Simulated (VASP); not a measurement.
# BaTiO3 (Pm-3m) in VASP: notebook

BaTiO3 is run at these levels: PBE; tasks: single point, relaxation of volume and atoms at fixed shape.

Program: VASP 6.6.1. These are calculated values, not measurements. Logs are shortened: lines on timing, memory, paths and dates and some standing lists are left out, and cuts for length are marked.

## Step 1: The cell of the first run

Symmetry: Pm-3m, No. 221, cubic system. Conventional cell: a = 4.020 Å, b = 4.020 Å, c = 4.020 Å, α = 90.00°, β = 90.00°, γ = 90.00°. Within 3.7 Å of Ba (site symmetry m-3m) lie 12 O at 2.84 Å and 8 Ti at 3.48 Å. Within 2.7 Å of Ti (site symmetry m-3m) lie 6 O at 2.01 Å. O (site symmetry 4/mmm) has 2 Ti at 2.01 Å within 2.7 Å.

## Step 2: Single point, PBE

Contents of INCAR:

```
ALGO = Normal
EDIFF = 1E-6
ENCUT = 520
GGA = PE
ISIF = 2
ISMEAR = 0
LASPH = T
LCHARG = T
LELF = T
LREAL = F
LVHAR = T
LWAVE = F
NBANDS = 28
NELM = 100
PREC = Accurate
SIGMA = 0.01
```

Contents of KPOINTS:

```
k-points
0
Gamma
  4 4 4
```

Contents of POSCAR:

```
BaTiO3
1.0
    4.0195561865      0.0000000000      0.0000000000
    0.0000000000      4.0195561865      0.0000000000
    0.0000000000      0.0000000000      4.0195561865
Ba Ti O
1 1 3
Direct
    0.5000000000      0.5000000000      0.5000000000
    0.0000000000      0.0000000000      0.0000000000
    0.5000000000      0.0000000000      0.0000000000
    0.0000000000      0.5000000000      0.0000000000
    0.0000000000      0.0000000000      0.5000000000
```

Potentials or basis: VASP PAW PBE potentials, release 64 (Ba_sv, Ti_sv, O).

Run with:

```bash
> cat potpaw_PBE.64/Ba_sv/POTCAR potpaw_PBE.64/Ti_sv/POTCAR potpaw_PBE.64/O/POTCAR > POTCAR
> mpirun -np 1 vasp_std > vasp.out
```

OUTCAR:

```text
EDIFF = 1E-6
   ENCUT = 520
   GGA = PE
   ISIF = 2
   ISMEAR = 0
   LASPH = T
   LREAL = F
   NELM = 100
   PREC = Accurate

 ion  position               nearest neighbor table
   1  0.500  0.500  0.500-   3 2.84   4 2.84   5 2.84   3 2.84   4 2.84   3 2.84   5 2.84   3 2.84
                             4 2.84   5 2.84   4 2.84   5 2.84   2 3.48   2 3.48   2 3.48   2 3.48
   2  0.000  0.000  0.000-   3 2.01   4 2.01   5 2.01   5 2.01   4 2.01   3 2.01   1 3.48   1 3.48
                             1 3.48   1 3.48   1 3.48   1 3.48   1 3.48   1 3.48
   3  0.500  0.000  0.000-   2 2.01   2 2.01   1 2.84   1 2.84   1 2.84   1 2.84
   4  0.000  0.500  0.000-   2 2.01   2 2.01   1 2.84   1 2.84   1 2.84   1 2.84
   5  0.000  0.000  0.500-   2 2.01   2 2.01   1 2.84   1 2.84   1 2.84   1 2.84

  LATTYP: Found a simple cubic cell.
 ALAT       =     4.0195561865

  Lattice vectors:

 A1 = (   4.0195561865,   0.0000000000,   0.0000000000)
 A2 = (   0.0000000000,   4.0195561865,   0.0000000000)
 A3 = (   0.0000000000,   0.0000000000,   4.0195561865)

Analysis of symmetry for initial positions (statically):
=====================================================================
 Subroutine PRICEL returns:
 Original cell was already a primitive cell.

 Routine SETGRP: Setting up the symmetry group for a
 simple cubic supercell.

 Subroutine GETGRP returns: Found 48 space group operations
 (whereof 48 operations were pure point group operations)
 out of a pool of 48 trial point group operations.

The static configuration has the point symmetry O_h .

Analysis of symmetry for dynamics (positions and initial velocities):
=====================================================================
 Subroutine PRICEL returns:
 Original cell was already a primitive cell.

 Routine SETGRP: Setting up the symmetry group for a
 simple cubic supercell.

 Subroutine GETGRP returns: Found 48 space group operations
 (whereof 48 operations were pure point group operations)
 out of a pool of 48 trial point group operations.

The dynamic configuration has the point symmetry O_h .

 Subroutine INISYM returns: Found 48 space group operations
 (whereof 48 operations are pure point group operations),
 and found     1 'primitive' translations

----------------------------------------------------------------------------------------

                                     Primitive cell

  volume of cell :      64.9433

  direct lattice vectors                    reciprocal lattice vectors
     4.019556187  0.000000000  0.000000000     0.248783685  0.000000000  0.000000000
     0.000000000  4.019556187  0.000000000     0.000000000  0.248783685  0.000000000
     0.000000000  0.000000000  4.019556187     0.000000000  0.000000000  0.248783685

  length of vectors
     4.019556187  4.019556187  4.019556187     0.248783685  0.248783685  0.248783685

  position of ions in fractional coordinates (direct lattice)
     0.500000000  0.500000000  0.500000000
     0.000000000  0.000000000  0.000000000
     0.500000000  0.000000000  0.000000000
     0.000000000  0.500000000  0.000000000
     0.000000000  0.000000000  0.500000000

  ion indices of the primitive-cell ions
   primitive index   ion index
                 1           1
                 2           2
                 3           3
                 4           4
                 5           5

----------------------------------------------------------------------------------------

 KPOINTS: k-points

Automatic generation of k-mesh.
 Grid dimensions read from file:
 generate k-points for:    4    4    4

 Generating k-lattice:

  Cartesian coordinates                     Fractional coordinates (reciprocal lattice)
     0.062195921  0.000000000  0.000000000     0.250000000  0.000000000  0.000000000
     0.000000000  0.062195921  0.000000000     0.000000000  0.250000000  0.000000000
     0.000000000  0.000000000  0.062195921     0.000000000  0.000000000  0.250000000

  Length of vectors
     0.062195921  0.062195921  0.062195921

  Shift w.r.t. Gamma in fractional coordinates (k-lattice)
     0.000000000  0.000000000  0.000000000

 Subroutine IBZKPT returns following result:
 ===========================================

 Found     10 irreducible k-points:

 Following reciprocal coordinates:
            Coordinates               Weight
  0.000000  0.000000  0.000000      1.000000
  0.250000  0.000000  0.000000      6.000000
  0.500000  0.000000  0.000000      3.000000
  0.250000  0.250000  0.000000     12.000000
  0.500000  0.250000  0.000000     12.000000
  0.500000  0.500000  0.000000      3.000000
  0.250000  0.250000  0.250000      8.000000
  0.500000  0.250000  0.250000     12.000000
  0.500000  0.500000  0.250000      6.000000
  0.500000  0.500000  0.500000      1.000000
   k-points           NKPTS =     10   k-points in BZ     NKDIM =     10   number of bands    NBANDS=     28
   number of dos      NEDOS =    301   number of ions     NIONS =      5
   total plane-waves  NPLWV =  27000
   dimension x,y,z NGX =    30 NGY =   30 NGZ =   30
   dimension x,y,z NGXF=    60 NGYF=   60 NGZF=   60
   ions per type =               1   1   3
   NGX,Y,Z   is equivalent  to a cutoff of  12.41, 12.41, 12.41 a.u.
   NGXF,Y,Z  is equivalent  to a cutoff of  24.82, 24.82, 24.82 a.u.
 SYSTEM =  unknown system
   PREC   = accura    normal or accurate (medium, high low for compatibility)
   ISTART =      0    job   : 0-new  1-cont  2-samecut
   ICHARG =      2    charge: 1-file 2-atom 10-const
   ISPIN  =      1    spin polarized calculation?
   LNONCOLLINEAR =      F non collinear calculations
   LSORBIT =      F    spin-orbit coupling
   LASPH  =      T    aspherical Exc in radial PAW
   ENCUT  =  520.0 eV  38.22 Ry    6.18 a.u.   7.47  7.47  7.47*2*pi/ulx,y,z
   NELM   =    100;   NELMIN=  2; NELMDL= -5     # of ELM steps
   EDIFF  = 0.1E-05   stopping-criterion for ELM
   LREAL  =      F    real-space projection
   EDIFFG = 0.1E-04   stopping-criterion for IOM
   NSW    =      0    number of steps for IOM
   IBRION =     -1    ionic relax: 0-MD 1-quasi-New 2-CG
   NFREE  =      0    steps in history (QN), initial steepest desc. (CG)
   ISIF   =      2    stress and relaxation
   ISYM   =      2    0-nonsym 1-usesym 2-fastsym
   POTIM  = 0.5000    time-step for ionic-motion
   TEBEG  =    0.0;   TEEND  =   0.0 temperature during run
   PSTRESS=    0.0 pullay stress
   NELECT =      40.0000    total number of electrons
   NUPDOWN=      -1.0000    fix difference up-down
   EMIN   =  10.00;   EMAX   =-10.00  energy-range for DOS
   EFERMI =   0.00;   METHOD = LEGACY
   ISMEAR =     0;   SIGMA  =   0.01  broadening in eV -4-tet -1-fermi 0-gaus
   EFERMI_NEDOS =   21; number of points for ismear=-14 and -15
   IALGO  =     38    algorithm
   IMIX   =      4    mixing-type and parameters
     AMIX     =   0.40;   BMIX     =  1.00
     AMIX_MAG =   1.60;   BMIX_MAG =  1.00
  volume/ion in A,a.u.               =      12.99        87.65
  Fermi-wavevector in a.u.,A,eV,Ry     =   1.392890  2.632180 26.397230  1.940142
  Thomas-Fermi vector in A             =   2.516589
   LORBIT       =      0    0 simple, 1 ext, 2 COOP (PROOUT), +10 PAW based schemes
   GGA     = PE    functional components
   LHFCALC =     F    Hartree Fock is set to
   AEXX    =    0.0000 exact exchange contribution
   IVDW    =     0    specifies the selected vdW correction
   LEPSILON=     F    determine dielectric tensor
   LRPA    =     F    only Hartree local field effects (RPA)
 non-spin polarized calculation
 Gauss-broadening in eV      SIGMA  =   0.01
  energy-cutoff  :      520.00
  volume of cell :       64.94
 maximum number of plane-waves:      1763
 NGX is ok and might be reduce to    30
   NGX = 15   NGY = 15   NGZ = 15

 number of electron      39.9999976 magnetization

 Free energy of the ion-electron system (eV)
  ---------------------------------------------------
  ext. energy  EPLUGINS =         0.00000000
  ---------------------------------------------------
  free energy    TOTEN  =       -39.96488847 eV

  energy without entropy =      -39.96488847  energy(sigma->0) =      -39.96488847

 E-fermi :   3.7947     XC(G=0): -11.1931

 val. band max:        3.7408366588   @ k =   0.5000   0.5000   0.5000
 cond. band min:       5.4413960145   @ k =   0.0000   0.0000   0.0000
 fundamental gap:      1.7005593557
 Fermi energy:         3.7947280089

 k-point     1 :       0.0000    0.0000    0.0000
  band No.  band energies     occupation
      1     -52.9761      2.00000
      2     -29.1790      2.00000
      3     -29.1790      2.00000
      4     -29.1790      2.00000
      5     -21.1063      2.00000
      6     -13.1234      2.00000
[... 20 lines left out ...]
     27       8.7739      0.00000
     28      10.9814      0.00000

 k-point     2 :       0.2500    0.0000    0.0000
  band No.  band energies     occupation
      1     -52.9756      2.00000
      2     -29.2035      2.00000
      3     -29.1781      2.00000
      4     -29.1781      2.00000
      5     -21.0513      2.00000
      6     -13.1863      2.00000
[... 20 lines left out ...]
     27       9.8749      0.00000
     28      12.0454      0.00000

 k-point     3 :       0.5000    0.0000    0.0000
  band No.  band energies     occupation
      1     -52.9751      2.00000
      2     -29.2278      2.00000
      3     -29.1772      2.00000
      4     -29.1772      2.00000
      5     -20.9949      2.00000
      6     -13.3290      2.00000
[... 20 lines left out ...]
     27      11.2662      0.00000
     28      11.8824      0.00000

 k-point     4 :       0.2500    0.2500    0.0000
  band No.  band energies     occupation
      1     -52.9751      2.00000
      2     -29.2026      2.00000
      3     -29.2019      2.00000
      4     -29.1772      2.00000
      5     -21.0057      2.00000
      6     -13.0812      2.00000
[... 20 lines left out ...]
     27      10.9494      0.00000
     28      12.2208      0.00000

 k-point     5 :       0.5000    0.2500    0.0000
  band No.  band energies     occupation
      1     -52.9747      2.00000
      2     -29.2262      2.00000
      3     -29.2010      2.00000
      4     -29.1763      2.00000
      5     -20.9590      2.00000
      6     -13.0759      2.00000
[... 20 lines left out ...]
     27      12.2427      0.00000
     28      12.3939      0.00000

 k-point     6 :       0.5000    0.5000    0.0000
  band No.  band energies     occupation
      1     -52.9742      2.00000
      2     -29.2247      2.00000
      3     -29.2247      2.00000
      4     -29.1754      2.00000
      5     -20.9224      2.00000
      6     -12.7593      2.00000
[... 20 lines left out ...]
     27      11.8855      0.00000
     28      13.5133      0.00000

 k-point     7 :       0.2500    0.2500    0.2500
  band No.  band energies     occupation
      1     -52.9747      2.00000
      2     -29.2017      2.00000
      3     -29.2009      2.00000
      4     -29.2009      2.00000
      5     -20.9659      2.00000
      6     -12.9118      2.00000
[... 20 lines left out ...]
     27      11.1399      0.00000
     28      11.7954      0.00000

 k-point     8 :       0.5000    0.2500    0.2500
  band No.  band energies     occupation
      1     -52.9742      2.00000
      2     -29.2249      2.00000
      3     -29.2002      2.00000
      4     -29.1999      2.00000
      5     -20.9254      2.00000
      6     -12.8217      2.00000
[... 20 lines left out ...]
     27      11.9392      0.00000
     28      11.9876      0.00000

 k-point     9 :       0.5000    0.5000    0.2500
  band No.  band energies     occupation
      1     -52.9738      2.00000
      2     -29.2236      2.00000
      3     -29.2236      2.00000
      4     -29.1990      2.00000
      5     -20.8912      2.00000
      6     -12.5026      2.00000
[... 20 lines left out ...]
     27      11.7179      0.00000
     28      11.7179      0.00000

 k-point    10 :       0.5000    0.5000    0.5000
  band No.  band energies     occupation
      1     -52.9733      2.00000
      2     -29.2224      2.00000
      3     -29.2224      2.00000
      4     -29.2224      2.00000
      5     -20.8597      2.00000
      6     -12.2262      2.00000
[... 20 lines left out ...]
     27      11.2574      0.00000
     28      11.2574      0.00000

------------------------ aborting loop because EDIFF is reached ----------------------------------------

  FORCE on cell =-STRESS in cart. coord.  units (eV):
  Direction    XX          YY          ZZ          XY          YZ          ZX
  --------------------------------------------------------------------------------------
  -------------------------------------------------------------------------------------
  Total        0.6917408      0.6917408      0.6917408      0.0000000     -0.0000000      0.0000000
  in kB       17.0655264     17.0655264     17.0655264      0.0000000     -0.0000000      0.0000000
  external PRESSURE =      17.0655264 kB  Pullay stress =       0.0000000 kB

 VOLUME and BASIS-vectors are now :
 -----------------------------------------------------------------------------
  energy-cutoff  :      520.00
  volume of cell :       64.94
      direct lattice vectors                 reciprocal lattice vectors
     4.019556187  0.000000000  0.000000000     0.248783685  0.000000000  0.000000000
     0.000000000  4.019556187  0.000000000     0.000000000  0.248783685  0.000000000
     0.000000000  0.000000000  4.019556187     0.000000000  0.000000000  0.248783685

 POSITION                                       TOTAL-FORCE (eV/Angst)
 -----------------------------------------------------------------------------------
      2.00978      2.00978      2.00978         0.000000      0.000000      0.000000
      0.00000      0.00000      0.00000         0.000000      0.000000      0.000000
      2.00978      0.00000      0.00000         0.000000      0.000000      0.000000
      0.00000      2.00978      0.00000         0.000000      0.000000      0.000000
      0.00000      0.00000      2.00978         0.000000      0.000000      0.000000
 -----------------------------------------------------------------------------------
    total drift:                                0.000000     -0.000000      0.000000

  FREE ENERGIE OF THE ION-ELECTRON SYSTEM (eV)
  ---------------------------------------------------
  free  energy   TOTEN  =       -39.9648884670 eV

  energy  without entropy=      -39.9648884670  energy(sigma->0) =      -39.96488847
```

Run time: 49 s. Hardware: 1 thread of AMD EPYC 7R13, shared host; peak memory 0.15 GiB.

Results:

| Property | Result |
| --- | --- |
| Free energy | -39.9649 eV |
| Pressure | 1.7 GPa |
| Band gap on the k mesh | 1.70 eV, indirect (least direct gap 1.86 eV) |

Levels at points of the mesh, in eV from the valence-band top:
| k point | band 18 | band 19 | band 20 | band 21 | band 22 | band 23 |
| --- | --- | --- | --- | --- | --- | --- |
| (0.00, 0.00, 0.00) | -0.16 | -0.16 | -0.16 | 1.70 | 1.70 | 1.70 |
| (0.50, 0.00, 0.00) | -1.82 | -0.72 | -0.72 | 1.85 | 3.40 | 3.40 |
| (0.50, 0.50, 0.00) | -0.88 | -0.88 | -0.09 | 3.41 | 3.41 | 3.82 |
| (0.50, 0.50, 0.50) | 0.00 | 0.00 | 0.00 | 4.06 | 4.06 | 4.06 |

Caveat: spin-orbit coupling is left out, which moves the levels of the heavy elements. A k mesh can miss the band edges.

## Step 3: Relaxation of volume and atoms at fixed shape, PBE

This run uses another cell than the first one, of 12.86 Å³/atom, 0.990 times its volume.

Contents of INCAR:

```
SYSTEM = BaTiO3
  PREC = Accurate
  ENCUT = 600
  EDIFF = 1E-6
  ISMEAR = 0
  SIGMA = 0.01
  LREAL = .FALSE.
  LASPH = .TRUE.
  NELM = 60
  ALGO = Normal
  ISIF = 8
  LWAVE = .FALSE.
  LCHARG = .FALSE.
  GGA = PE
  IBRION = 2
  NSW = 80
  EDIFFG = -0.01
```

Contents of KPOINTS:

```
regular mesh
0
G
  4 4 4
  0 0 0
```

POSCAR: that of step 2 with these lines changed.

```diff
@@ -2,5 +2,5 @@
 1.0
-    4.0195561865      0.0000000000      0.0000000000
-    0.0000000000      4.0195561865      0.0000000000
-    0.0000000000      0.0000000000      4.0195561865
+    4.0060000000      0.0000000000      0.0000000000
+    0.0000000000      4.0060000000      0.0000000000
+    0.0000000000      0.0000000000      4.0060000000
 Ba Ti O
```

Potentials or basis: VASP PAW PBE potentials, release 64 (Ba_sv, Ti_sv, O).

Run with:

```bash
> cat potpaw_PBE.64/Ba_sv/POTCAR potpaw_PBE.64/Ti_sv/POTCAR potpaw_PBE.64/O/POTCAR > POTCAR
> mpirun -np 1 vasp_std > vasp.out
```

It took 1.8 min on 1 thread of AMD EPYC 7R13, shared host; peak memory 0.17 GiB.

The run converged. Its results:

```yaml
Free_energy: -39.9730 eV
Relaxed_volume: 13.11 Å³/atom
Relaxed_cell: a = 4.032 Å, b = 4.032 Å, c = 4.032 Å, α = 90.00°, β = 90.00°, γ = 90.00°
Space_group_after_relaxing_to_0.05_Å: Pm-3m (No. 221)
Energy_gained_by_relaxing: 2.6 meV/atom
Ionic_steps: 3
Pressure_after_relaxing: 0.0 GPa
Band_gap_on_the_k_mesh: 1.68 eV, indirect (least direct gap 1.85 eV)
```

Step by step:
```tsv
step	energy change (eV)	largest force (eV/Å)	pressure (GPa)	volume (Å³)
1	0.0000	0.0000	3.32	64.29
2	-0.0015	0.0000	-2.89	66.80
3	-0.0128	0.0000	0.00	65.56
```

Final structure:
```
Ba Ti O
1.0
     4.03225    0.00000    0.00000
     0.00000    4.03225    0.00000
     0.00000    0.00000    4.03225
Ba Ti O
1 1 3
Direct
  0.50000 0.50000 0.50000
  0.00000 0.00000 0.00000
  0.50000 0.00000 0.00000
  0.00000 0.50000 0.00000
  0.00000 0.00000 0.50000
```

Levels at points of the mesh, in eV from the valence-band top:
```tsv
k point	band 16	band 17	band 18	band 19	band 20	band 21	band 22	band 23	band 24
(0.00, 0.00, 0.00)	-1.06	-1.06	-0.17	-0.17	-0.17	1.68	1.68	1.68	3.73
(0.50, 0.00, 0.00)	-1.86	-1.80	-1.80	-0.71	-0.71	1.83	3.36	3.36	3.74
(0.50, 0.50, 0.00)	-2.62	-1.73	-0.88	-0.88	-0.09	3.36	3.36	3.77	4.56
(0.50, 0.50, 0.50)	-2.42	-2.42	0.00	0.00	0.00	4.00	4.00	4.00	6.62
```

Caveat: spin-orbit coupling is left out, which moves the levels of the heavy elements. PBE usually gives volumes a little too large and moduli too small.
